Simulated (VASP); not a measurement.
Input of a VASP 6.6.1 run:

The input INCAR:

```
SYSTEM = PbS
ALGO = Normal
EDIFF = 1E-6
ENCUT = 500
GGA = PE
GGA_COMPAT = .FALSE.
ISIF = 2
ISMEAR = 0
LASPH = .TRUE.
LCHARG = .TRUE.
LDAU = .TRUE.
LDAUJ = 0 0
LDAUL = -1 1
LDAUPRINT = 1
LDAUTYPE = 2
LDAUU = 0 1
LELF = .TRUE.
LREAL = .FALSE.
LVHAR = .TRUE.
LWAVE = .FALSE.
NBANDS = 17
NELM = 200
PREC = Accurate
SIGMA = 0.1
```

File KPOINTS:

```
k-points
0
G
  5 5 5
  0 0 0
```

The input POSCAR:

```
PbS
1.0
    2.1126617058      1.2197458045      3.4519162518
   -2.1126617058      1.2197458045      3.4519162518
    0.0000000000     -2.4394916091      3.4519162518
Pb S
1 1
Direct
    0.9805657800      0.9805657800      0.9805657800
    0.4750355500      0.4750355500      0.4750355500
```

Potentials or basis: VASP PAW PBE potentials, release 64 (Pb_d, S).

The run is started by

```console
$ cat potpaw_PBE.64/Pb_d/POTCAR potpaw_PBE.64/S/POTCAR > POTCAR
$ mpirun -np 1 vasp_std > vasp.out
```

Problem. Predict the largest force.

Solution. 0.016 eV/Å.

Problem. What does it give for the pressure?

Solution. 0.8 GPa.

Forces on the atoms (eV/Å):
```
Pb   0.000  0.000 -0.016
S    0.000  0.000  0.016
```
